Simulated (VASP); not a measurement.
# Nb in VASP: a series of runs

Runs on Nb. Level: PBE. Tasks: single point.

Program: VASP 6.6.1. These are calculated values, not measurements. Logs are shortened: lines on timing, memory, paths and dates and some standing lists are left out, and cuts for length are marked.

## Step 1: The cell of the first run

The cell holds a slab with vacuum, 2 atoms: a = 2.882 Å, b = 2.882 Å, c = 14.353 Å, α = 90.00°, β = 90.00°, γ = 109.47°.

## Step 2: Single point, PBE

INCAR reads:

```
  ALGO = Normal
  DIPOL = 0.5 0.5 0.500
  EDIFF = 1E-6
  ENCUT = 400
  GGA = PE
  GGA_COMPAT = False
  IDIPOL = 3
  ISIF = 2
  ISMEAR = 0
  LASPH = True
  LCHARG = False
  LDIPOL = True
  LREAL = False
  LWAVE = False
  NBANDS = 20
  NELM = 120
  NELMDL = -8
  PREC = Accurate
  SIGMA = 0.1
```

KPOINTS reads:

```
k-points
0
Gamma
  6 6 1
```

POSCAR reads:

```
Nb
1.0
    2.8820459413      0.0000000000      0.0000000000
   -0.9606819804      2.7172189717      0.0000000000
    0.0000000000      0.0000000000     14.3531806571
Nb
2
Direct
    0.0000000000      0.0000000000      0.4180258121
    0.5000000000      0.5000000000      0.5819741879
```

Potentials or basis: VASP PAW PBE potentials, release 64 (Nb_sv).

The run is started by

```sh
$ cat potpaw_PBE.64/Nb_sv/POTCAR > POTCAR
$ mpirun -np 1 vasp_std > vasp.out
```

OUTCAR:

```text
EDIFF = 1E-6
   ENCUT = 400
   GGA = PE
   ISIF = 2
   ISMEAR = 0
   LASPH = True
   LREAL = False
   NELM = 120
   NELMDL = -8
   PREC = Accurate

 ion  position               nearest neighbor table
   1  0.000  0.000  0.418-   2 2.88   2 2.88
   2  0.500  0.500  0.582-   1 2.88   1 2.88

  LATTYP: Found a base centered orthorhombic cell.
 ALAT       =     3.3279000001
 B/A-ratio  =     1.4142135624
 C/A-ratio  =     4.3129843616

  Lattice vectors:

 A1 = (   2.8820459413,   0.0000000000,   0.0000000000)
 A2 = (  -0.9606819804,   2.7172189717,   0.0000000000)
 A3 = (   0.0000000000,   0.0000000000,  14.3531806571)

Analysis of symmetry for initial positions (statically):
=====================================================================
 Subroutine PRICEL returns:
 Original cell was already a primitive cell.

 Routine SETGRP: Setting up the symmetry group for a
 base centered orthorhombic supercell.

 Subroutine GETGRP returns: Found  8 space group operations
 (whereof  4 operations were pure point group operations)
 out of a pool of  8 trial point group operations.

The static configuration has the point symmetry C_2v.
 The point group associated with its full space group is D_2h.

Analysis of symmetry for dynamics (positions and initial velocities):
=====================================================================
 Subroutine PRICEL returns:
 Original cell was already a primitive cell.

 Routine SETGRP: Setting up the symmetry group for a
 base centered orthorhombic supercell.

 Subroutine GETGRP returns: Found  8 space group operations
 (whereof  4 operations were pure point group operations)
 out of a pool of  8 trial point group operations.

The dynamic configuration has the point symmetry C_2v.
 The point group associated with its full space group is D_2h.

 Subroutine INISYM returns: Found  8 space group operations
 (whereof  4 operations are pure point group operations),
 and found     1 'primitive' translations

----------------------------------------------------------------------------------------

                                     Primitive cell

  volume of cell :     112.4019

  direct lattice vectors                    reciprocal lattice vectors
     2.882045941  0.000000000  0.000000000     0.346975732  0.122674446  0.000000000
[... 74 lines left out ...]
   EDIFF  = 0.1E-05   stopping-criterion for ELM
   LREAL  =      F    real-space projection
   EDIFFG = 0.1E-04   stopping-criterion for IOM
   NSW    =      0    number of steps for IOM
   IBRION =     -1    ionic relax: 0-MD 1-quasi-New 2-CG
   NFREE  =      0    steps in history (QN), initial steepest desc. (CG)
   ISIF   =      2    stress and relaxation
   ISYM   =      2    0-nonsym 1-usesym 2-fastsym
   POTIM  = 0.5000    time-step for ionic-motion
   TEBEG  =    0.0;   TEEND  =   0.0 temperature during run
   PSTRESS=    0.0 pullay stress
   NELECT =      26.0000    total number of electrons
   NUPDOWN=      -1.0000    fix difference up-down
   EMIN   =  10.00;   EMAX   =-10.00  energy-range for DOS
   EFERMI =   0.00;   METHOD = LEGACY
   ISMEAR =     0;   SIGMA  =   0.10  broadening in eV -4-tet -1-fermi 0-gaus
   EFERMI_NEDOS =   21; number of points for ismear=-14 and -15
   IALGO  =     38    algorithm
   IMIX   =      4    mixing-type and parameters
     AMIX     =   0.40;   BMIX     =  1.00
     AMIX_MAG =   1.60;   BMIX_MAG =  1.00
  volume/ion in A,a.u.               =      56.20       379.26
  Fermi-wavevector in a.u.,A,eV,Ry     =   1.004943  1.899067 13.740663  1.009910
  Thomas-Fermi vector in A             =   2.137591
   LORBIT       =      0    0 simple, 1 ext, 2 COOP (PROOUT), +10 PAW based schemes
   GGA     = PE    functional components
   LHFCALC =     F    Hartree Fock is set to
   AEXX    =    0.0000 exact exchange contribution
   IVDW    =     0    specifies the selected vdW correction
   LEPSILON=     F    determine dielectric tensor
   LRPA    =     F    only Hartree local field effects (RPA)
 non-spin polarized calculation
 Gauss-broadening in eV      SIGMA  =   0.10
  energy-cutoff  :      400.00
  volume of cell :      112.40
 maximum number of plane-waves:      2066
   NGX =  9   NGY =  9   NGZ = 47

 dipolmoment           0.000000      0.000000     -0.000000 electrons x Angstroem

 number of electron      25.9999997 magnetization

 dipolmoment           0.000000      0.000000      0.000000 electrons x Angstroem

 Free energy of the ion-electron system (eV)
  ---------------------------------------------------
  ext. energy  EPLUGINS =         0.00000000
  ---------------------------------------------------
  free energy    TOTEN  =       -18.20785832 eV

  energy without entropy =      -18.18662621  energy(sigma->0) =      -18.19724226

 E-fermi :   0.8242     XC(G=0):  -5.5102

 val. band max:        0.7835578156   @ k =   0.5000   0.1667   0.0000
 cond. band min:       0.8387589429   @ k =   0.3333   0.3333   0.0000
 fundamental gap:      0.0552011273
 Fermi energy:         0.8241561084

 k-point     1 :       0.0000    0.0000    0.0000
  band No.  band energies     occupation
      1     -53.9551      2.00000
      2     -53.8463      2.00000
      3     -30.3604      2.00000
      4     -29.7476      2.00000
      5     -29.5885      2.00000
      6     -29.3932      2.00000
[... 288 lines left out ...]
     19       6.4925      0.00000
     20       8.1543      0.00000

------------------------ aborting loop because EDIFF is reached ----------------------------------------

 vacuum level on the upper side and lower side of the slab       (xc-potential included)        -0.401        -0.401

  FORCE on cell =-STRESS in cart. coord.  units (eV):
  Direction    XX          YY          ZZ          XY          YZ          ZX
  --------------------------------------------------------------------------------------
  -------------------------------------------------------------------------------------
  Total       -5.0137994     -4.3781500     -2.9269645      0.8989440      0.0000000      0.0000000
  in kB      -71.4667198    -62.4061704    -41.7209659     12.8135518      0.0000000      0.0000000
  external PRESSURE =     -58.5312853 kB  Pullay stress =       0.0000000 kB

 VOLUME and BASIS-vectors are now :
 -----------------------------------------------------------------------------
  energy-cutoff  :      400.00
  volume of cell :      112.40
      direct lattice vectors                 reciprocal lattice vectors
     2.882045941  0.000000000  0.000000000     0.346975732  0.122674446  0.000000000
    -0.960681980  2.717218972  0.000000000     0.000000000  0.368023339  0.000000000
     0.000000000  0.000000000 14.353180657     0.000000000  0.000000000  0.069670969

 POSITION                                       TOTAL-FORCE (eV/Angst)
 -----------------------------------------------------------------------------------
      0.00000      0.00000      6.00000        -0.000000      0.000000      1.171084
      0.96068      1.35861      8.35318         0.000000      0.000000     -1.171084
 -----------------------------------------------------------------------------------
    total drift:                                0.000000      0.000000      0.000000

  FREE ENERGIE OF THE ION-ELECTRON SYSTEM (eV)
  ---------------------------------------------------
  free  energy   TOTEN  =       -18.2078583199 eV

  energy  without entropy=      -18.1866262088  energy(sigma->0) =      -18.19724226

 vacuum level on the upper side and lower side of the slab         4.984         4.984
```

stdout:

```text
POSCAR found type information on POSCAR Nb
 POSCAR found :  1 types and       2 ions
 scaLAPACK will be used
 LDA part: xc-table for (Slater+PW92), standard interpolation
 POSCAR, INCAR and KPOINTS ok, starting setup
 FFT: planning ... GRIDC
 FFT: planning ... GRID_SOFT
 FFT: planning ... GRID
 WAVECAR not read
 entering main loop
```

Run time: 45 s. Hardware: 1 thread of Intel Xeon 8259CL, shared host; peak memory 0.18 GiB.

What came out:

- Free energy: -18.2079 eV
- Largest force: 1.171 eV/Å
- Band gap on the k mesh: zero (band 13 reaches 1.67 eV, above the bottom of band 14 at 0.32 eV)

Forces in eV/Å, atoms in the order of the input:
```
Nb   0.000  0.000  1.171
Nb   0.000  0.000 -1.171
```

Caveat: the k points lie up to 0.39 Å⁻¹ apart.

## Step 3: Single point, PBE

INCAR reads:

```
PREC     = Accurate       # precision mode
ENCUT    = 400            # plane-wave cutoff, eV
EDIFF    = 1E-6           # SCF threshold, eV
ISMEAR   = 0              # smearing method
SIGMA    = 0.1            # smearing width, eV
LREAL    = F              # projectors in reciprocal space
LASPH    = T              # aspherical terms in the spheres
NELM     = 120            # most SCF steps
ALGO     = Normal         # electronic algorithm
ISIF     = 2              # what is computed and relaxed
LWAVE    = F              # write WAVECAR
LCHARG   = F              # write CHGCAR
LDIPOL   = T            
IDIPOL   = 3            
DIPOL    = 0.5 0.5 0.500
GGA      = PE             # functional
EFIELD   = -0.1         
NBANDS   = 20             # bands
GGA_COMPAT= F            
NELMDL   = -8
```

KPOINTS reads:

```
regular mesh
0
Gamma
  6 6 1
```

POSCAR is that of step 2.

Potentials or basis: VASP PAW PBE potentials, release 64 (Nb_sv).

The run is started by

```sh
$ cat potpaw_PBE.64/Nb_sv/POTCAR > POTCAR
$ mpirun -np 1 vasp_std > vasp.out
```

OUTCAR:

```text
PREC = Accurate
   ENCUT = 400
   EDIFF = 1E-6
   ISMEAR = 0
   LREAL = F
   LASPH = T
   NELM = 120
   ISIF = 2
   GGA = PE
   NELMDL = -8

 ion  position               nearest neighbor table
   1  0.000  0.000  0.418-   2 2.88   2 2.88
   2  0.500  0.500  0.582-   1 2.88   1 2.88

  LATTYP: Found a base centered orthorhombic cell.
 ALAT       =     3.3279000001
 B/A-ratio  =     1.4142135624
 C/A-ratio  =     4.3129843616

  Lattice vectors:

[... 481 lines left out ...]

  FORCE on cell =-STRESS in cart. coord.  units (eV):
  Direction    XX          YY          ZZ          XY          YZ          ZX
  --------------------------------------------------------------------------------------
  -------------------------------------------------------------------------------------
  Total       -5.0135099     -4.3778690     -2.9292990      0.8989320      0.0000000      0.0000000
  in kB      -71.4625928    -62.4021642    -41.7542420     12.8133810      0.0000000      0.0000000
  external PRESSURE =     -58.5396663 kB  Pullay stress =       0.0000000 kB

 VOLUME and BASIS-vectors are now :
 -----------------------------------------------------------------------------
  energy-cutoff  :      400.00
  volume of cell :      112.40
      direct lattice vectors                 reciprocal lattice vectors
     2.882045941  0.000000000  0.000000000     0.346975732  0.122674446  0.000000000
    -0.960681980  2.717218972  0.000000000     0.000000000  0.368023339  0.000000000
     0.000000000  0.000000000 14.353180657     0.000000000  0.000000000  0.069670969

 POSITION                                       TOTAL-FORCE (eV/Angst)
 -----------------------------------------------------------------------------------
      0.00000      0.00000      6.00000         0.000000      0.000000      1.170470
      0.96068      1.35861      8.35318         0.000000      0.000000     -1.170470
 -----------------------------------------------------------------------------------
    total drift:                                0.000000      0.000000     -0.000292

  FREE ENERGIE OF THE ION-ELECTRON SYSTEM (eV)
  ---------------------------------------------------
  free  energy   TOTEN  =       -18.2092944737 eV

  energy  without entropy=      -18.1880614407  energy(sigma->0) =      -18.19867796

 vacuum level on the upper side and lower side of the slab         5.356         4.608
```

stdout:

```text
POSCAR found type information on POSCAR Nb
 POSCAR found :  1 types and       2 ions
 scaLAPACK will be used
 LDA part: xc-table for (Slater+PW92), standard interpolation
 POSCAR, INCAR and KPOINTS ok, starting setup
 FFT: planning ... GRIDC
 FFT: planning ... GRID_SOFT
 FFT: planning ... GRID
 WAVECAR not read
 entering main loop
```

It took 55 s on 1 thread of Intel Xeon 8259CL, shared host; peak memory 0.18 GiB.

What came out:

| Property | Result |
| --- | --- |
| Free energy | -18.2093 eV |
| Largest force | 1.170 eV/Å |
| Band gap on the k mesh | zero (band 13 reaches 1.67 eV, above the bottom of band 14 at 0.32 eV) |

Forces on the atoms (eV/Å):
```
Nb   0.000  0.000  1.170
Nb   0.000  0.000 -1.170
```

Levels at points of the mesh, in eV from the Fermi level:
```csv
k point,band 11,band 12,band 13,band 14,band 15,band 16
"(0.00, 0.00, 0.00)",-1.39,-0.47,-0.44,-0.28,1.04,1.30
"(0.50, 0.00, 0.00)",-1.53,-1.53,0.84,0.84,2.72,2.72
"(0.50, 0.50, 0.00)",-2.70,-0.51,0.28,1.84,2.72,2.72
```

Caveat: the k points lie up to 0.39 Å⁻¹ apart.

## Step 4: Single point, PBE

INCAR reads:

```
ALGO = Normal
DIPOL = 0.5 0.5 0.500
EDIFF = 1E-6
EFIELD = -0.2
ENCUT = 400
GGA = PE
GGA_COMPAT = F
IDIPOL = 3
ISIF = 2
ISMEAR = 0
LASPH = T
LCHARG = F
LDIPOL = T
LREAL = F
LWAVE = F
NBANDS = 20
NELM = 120
NELMDL = -8
PREC = Accurate
SIGMA = 0.1
```

KPOINTS reads:

```
k-points
0
Gamma
  6 6 1
```

POSCAR is that of step 3.

The run is started by

```sh
$ cat potpaw_PBE.64/Nb_sv/POTCAR > POTCAR
$ mpirun -np 1 vasp_std > vasp.out
```

It took 59 s on 1 thread of Intel Xeon 8259CL, shared host; peak memory 0.18 GiB.

It converged, with:

```
Free energy            : -18.2136 eV
Largest force          : 1.169 eV/Å
Band gap on the k mesh : zero (band 13 reaches 1.66 eV, above the bottom of band 14 at 0.31 eV)
```

Forces on the atoms (eV/Å):
```
Nb   0.000  0.000  1.169
Nb   0.000  0.000 -1.169
```

Levels at points of the mesh, in eV from the Fermi level:
| k point | band 11 | band 12 | band 13 | band 14 | band 15 | band 16 |
| --- | --- | --- | --- | --- | --- | --- |
| (0.00, 0.00, 0.00) | -1.39 | -0.47 | -0.44 | -0.28 | 1.04 | 1.30 |
| (0.50, 0.00, 0.00) | -1.53 | -1.53 | 0.84 | 0.84 | 2.72 | 2.72 |
| (0.50, 0.50, 0.00) | -2.70 | -0.51 | 0.28 | 1.84 | 2.72 | 2.72 |

Caveat: the k points lie up to 0.39 Å⁻¹ apart.

## Step 5: Single point, PBE

INCAR reads:

```
SYSTEM = Nb
PREC = Accurate
ENCUT = 400
EDIFF = 1E-6
ISMEAR = 0
SIGMA = 0.1
LREAL = .False.
LASPH = .True.
NELM = 120
ALGO = Normal
ISIF = 2
LWAVE = .False.
LCHARG = .False.
LDIPOL = .True.
IDIPOL = 3
DIPOL = 0.5 0.5 0.500
GGA = PE
EFIELD = -0.3
NBANDS = 20
GGA_COMPAT = .False.
NELMDL = -8
```

KPOINTS reads:

```
regular mesh
0
Gamma
  6 6 1
  0 0 0
```

POSCAR is that of step 4.

The run is started by

```sh
$ cat potpaw_PBE.64/Nb_sv/POTCAR > POTCAR
$ mpirun -np 1 vasp_std > vasp.out
```

Run time: 54 s. Hardware: 1 thread of Intel Xeon 8259CL, shared host; peak memory 0.18 GiB.

The run converged. Its results:

```
Free energy            : -18.2208 eV
Largest force          : 1.167 eV/Å
Band gap on the k mesh : zero (band 13 reaches 1.66 eV, above the bottom of band 14 at 0.31 eV)
```

Forces on the atoms (eV/Å):
```
Nb   0.000  0.000  1.167
Nb   0.000  0.000 -1.167
```

Levels at points of the mesh, in eV from the Fermi level:
```csv
k point,band 11,band 12,band 13,band 14,band 15,band 16
"(0.00, 0.00, 0.00)",-1.39,-0.48,-0.44,-0.27,1.04,1.30
"(0.50, 0.00, 0.00)",-1.53,-1.53,0.84,0.84,2.72,2.73
"(0.50, 0.50, 0.00)",-2.70,-0.51,0.28,1.84,2.72,2.72
```

Caveat: the k points lie up to 0.39 Å⁻¹ apart.

## Step 6: Summary

| electric field (eV/Å) | gap on the mesh (eV) | largest force (eV/Å) |
| --- | --- | --- |
| - | none | 1.17 |
| 0.1 | none | 1.17 |
| 0.2 | none | 1.17 |
| 0.3 | none | 1.17 |

Alike in all rows: task single point; level PBE; potentials or basis VASP PAW PBE potentials, release 64 (Nb_sv); no spin polarisation; cell as given; k mesh 6 × 6 × 1; cutoff (eV) 400; smearing gaussian 0.1 eV.

Caveats: all runs use coarse meshes.

Absolute energies hang on the potentials; compare differences alone.
